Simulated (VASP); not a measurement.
A run of VASP 6.6.1:

The input INCAR:

```
SYSTEM = Si8S
PREC = Accurate
ENCUT = 520
EDIFF = 1E-6
ISMEAR = 0
SIGMA = 0.05
LREAL = .FALSE.
LASPH = .TRUE.
NELM = 150
ALGO = Normal
ISIF = 2
LWAVE = .FALSE.
LCHARG = .TRUE.
ISPIN = 2
MAGMOM = 0 0 0 0 0 0 0 0 2
LORBIT = 11
LDIPOL = .TRUE.
IDIPOL = 3
DIPOL = 0.5 0.5 0.313
GGA = PE
IVDW = 12
LELF = .TRUE.
LVHAR = .TRUE.
LVACPOTAV = .TRUE.
NBANDS = 33
```

The input KPOINTS:

```
Automatic mesh
0
G
  7 4 1
  0 0 0
```

The input POSCAR:

```
Si8S
1.0
    3.8155170197      0.0000000000      0.0000000000
    0.0000000000      6.3129357895      0.0000000000
    0.0000000000      0.0000000000     21.2318711397
Si S
8 1
Direct
    0.0000000000      0.9369021388      0.1883960191
    0.0000000000      0.5630978612      0.1883960191
    0.5000000000      0.4369021388      0.2402729771
    0.5000000000      0.0630978612      0.2402729771
    0.5000000000      0.9332664454      0.3446595292
    0.5000000000      0.5667335546      0.3446595292
    0.0000000000      0.4266292815      0.3877129380
    0.0000000000      0.0733707185      0.3877129380
    0.5000000000      1.0932959481      0.4913307485
```

Potentials or basis: VASP PAW PBE potentials, release 64 (Si, S).

Run with:

```console
$ cat potpaw_PBE.64/Si/POTCAR potpaw_PBE.64/S/POTCAR > POTCAR
$ mpirun -np 1 vasp_std > vasp.out
```

Hardware: 1 thread of Intel(R) Xeon(R) Platinum 8559C (Emerald Rapids), on a shared host.

Problem. How long does it take, and how much memory?

Solution. Wall time 9.6 min on 1 thread of Intel(R) Xeon(R) Platinum 8559C (Emerald Rapids), with other jobs on the host, peak memory 0.8 GiB. Counts: scf iterations 39, k points 12.
